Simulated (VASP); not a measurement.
A run of VASP 6.6.1:

POSCAR

```
W
1.0
   -1.7705280660      1.6019063455      1.6019063455
    1.6019063455     -1.7705280660      1.6019063455
    1.6019063455      1.6019063455     -1.7705280660
W
1
Direct
    0.0000000000      0.0000000000      0.0000000000
```

INCAR.step1

```
SYSTEM = W
PREC = Accurate
ENCUT = 520
ISMEAR = 0
SIGMA = 0.15
LREAL = .False.
LASPH = .True.
NELM = 100
NBANDS = 13
GGA = PE
ALGO = Normal
EDIFF = 1E-4
LWAVE = .True.
LCHARG = .False.
```

File INCAR.step2:

```
SYSTEM = W
PREC = Accurate
ENCUT = 520
EDIFF = 1E-6
ISMEAR = 0
SIGMA = 0.15
LREAL = .False.
LASPH = .True.
NELM = 100
ALGO = Normal
ISIF = 2
LWAVE = .False.
LCHARG = .False.
METAGGA = R2SCAN
LMIXTAU = .True.
NBANDS = 13
ISTART = 1
```

Contents of KPOINTS:

```
regular mesh
0
Gamma
  24 24 24
  0 0 0
```

Potentials or basis: VASP PAW PBE potentials, release 64 (W_sv).

Command:

```console
$ cat potpaw_PBE.64/W_sv/POTCAR > POTCAR
$ cp INCAR.step1 INCAR
$ mpirun -np 1 vasp_std > vasp.out
$ cp INCAR.step2 INCAR
$ mpirun -np 1 vasp_std > vasp.out
```

Hardware: 1 thread of Oxide Virtual Turin-like Processor (shared host).

Q: Estimate the wall time of this run.

A: It took 18 min on 1 thread of Oxide Virtual Turin-like Processor, with other jobs on the host, peak memory 0.33 GiB. Counts: k points 1313.
